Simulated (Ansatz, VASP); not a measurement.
## Two plane-wave programs on HRh8

```
Rh H
1.0
     5.36502    0.00000    0.00000
     0.00000    3.79364    0.00000
     0.00000    0.00000   21.24008
Rh H
8 1
Cartesian
  1.3413 1.8968 4.0000
  4.0238 1.8968 4.0000
  0.0000 0.0000 5.3413
  2.6825 0.0000 5.3413
  1.3413 1.8968 6.6981
  4.0238 1.8968 6.6981
  0.0000 0.0000 7.9401
  2.6825 0.0000 7.9401
  0.0000 0.0000 11.2401
```

Alike in both runs: task single point; functional PBE; dispersion D3(BJ); k mesh 5 × 7 × 1; occupations gaussian, width 0.1 eV; no spin polarisation.

```csv
,VASP,Ansatz
version,VASP 6.6.1,Ansatz 0.2.0
potentials or method,"VASP PAW PBE potentials, release 64 (Rh_pv, H), cutoff 520 eV","scalar-relativistic, plane waves, PAW"
valence electrons in the cell,121,137
```

|  | VASP | Ansatz | Ansatz less VASP |
| --- | --- | --- | --- |
| gap on the k mesh at the Fermi level (eV) | none | none | - |
| rms of the force components (eV/Å) | 0.315 | 0.314 | -0.0011 |

Atom by atom the forces differ by 0.002 eV/Å (rms over components). A gap of «none» marks a metal or a gap that the smearing closes. VASP's potentials hold 121 valence electrons a cell and Ansatz's 137, so a difference there can come from the potentials and not from the codes.
